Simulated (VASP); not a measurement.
Input of a VASP 6.6.1 run:

Contents of INCAR:

```
SYSTEM = ZnCu
PREC = Accurate
ENCUT = 520
EDIFF = 1E-7
ISMEAR = 1
SIGMA = 0.1
LREAL = .FALSE.
LASPH = .TRUE.
NELM = 80
ALGO = Normal
ISIF = 2
LWAVE = .FALSE.
LCHARG = .TRUE.
GGA = PE
LELF = .TRUE.
LVHAR = .TRUE.
NBANDS = 18
```

The input KPOINTS:

```
Automatic mesh
0
G
  10 10 10
  0 0 0
```

The input POSCAR:

```
ZnCu
1.0
    2.9202509307      0.0000000000      0.0000000000
    0.0000000000      2.9202509307      0.0000000000
    0.0000000000      0.0000000000      2.9202509307
Zn Cu
1 1
Direct
    0.5000000000      0.5000000000      0.5000000000
    0.0000000000      0.0000000000      0.0000000000
```

Potentials or basis: VASP PAW PBE potentials, release 64 (Zn, Cu).

Command:

```console
$ cat potpaw_PBE.64/Zn/POTCAR potpaw_PBE.64/Cu/POTCAR > POTCAR
$ mpirun -np 1 vasp_std > vasp.out
```

Problem. Estimate the pressure.

Solution. 6.3 GPa.
